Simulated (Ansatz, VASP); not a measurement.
One calculation of NaCl, two programs

The input INCAR:

```
PREC = Accurate ; ENCUT = 520
EDIFF = 1E-6 ; ISMEAR = -1
SIGMA = 0.05 ; LREAL = F
LASPH = T ; NELM = 80
ALGO = Normal ; ISIF = 2
LWAVE = F ; LCHARG = F
GGA = PE ; NBANDS = 14
```

KPOINTS

```
Automatic mesh
0
Gamma
  8 8 8
```

Contents of POSCAR:

```
NaCl
1.0
    3.5021900000      0.0000000000      0.0000000000
    0.0000000000      3.5021900000      0.0000000000
    0.0000000000      0.0000000000      3.5021900000
Cl Na
1 1
Direct
    0.4982630000      0.4963960000      0.5019420000
   -0.0092900000      0.0014830000     -0.0073130000
```

input.yaml

```yaml
crystal:
  lattice:
    - [3.50219, 0.0, 0.0]
    - [0.0, 3.50219, 0.0]
    - [0.0, 0.0, 3.50219]
  atoms:
    - { symbol: Cl, position: [0.498263, 0.496396, 0.501942] }
    - { symbol: Na, position: [-0.00929, 0.001483, -0.007313] }
kpoints:
  mp_grid: { grid: [8, 8, 8] }
scf:
  occupations: { method: fermi_dirac, width: 0.05 }
hamiltonian:
  xc: pbe
  pseudopotentials: { kind: all_electron, lapw: { basis_error: 0.001 } }
output:
  forces: true
  stress: true
  eigenvalues: true
  populations: true
```

Change from the starting cell: atoms moved at random, drawn with an rms of 0.05 Å.

Alike in both runs: task single point; functional PBE; k mesh 8 × 8 × 8; occupations fermi-dirac, width 0.05 eV; no spin polarisation.

|  | VASP | Ansatz |
| --- | --- | --- |
| version | VASP 6.6.1 | Ansatz 0.2.0 |
| potentials or method | VASP PAW PBE potentials, release 64 (Cl, Na_pv), cutoff 520 eV | all-electron LAPW, scalar-relativistic |

```csv
,VASP,Ansatz,Ansatz less VASP
gap on the k mesh at the Fermi level (eV),3.98,3.98,0.000
least direct gap on the mesh (eV),4.47,4.47,0.000
pressure (GPa),0.1,0.1,+0.06
rms of the force components (eV/Å),0.009,0.009,-0.0001
```

Atom by atom the forces differ by 0.000 eV/Å (rms over components). Ansatz ran all-electron here, and VASP with PAW potentials.
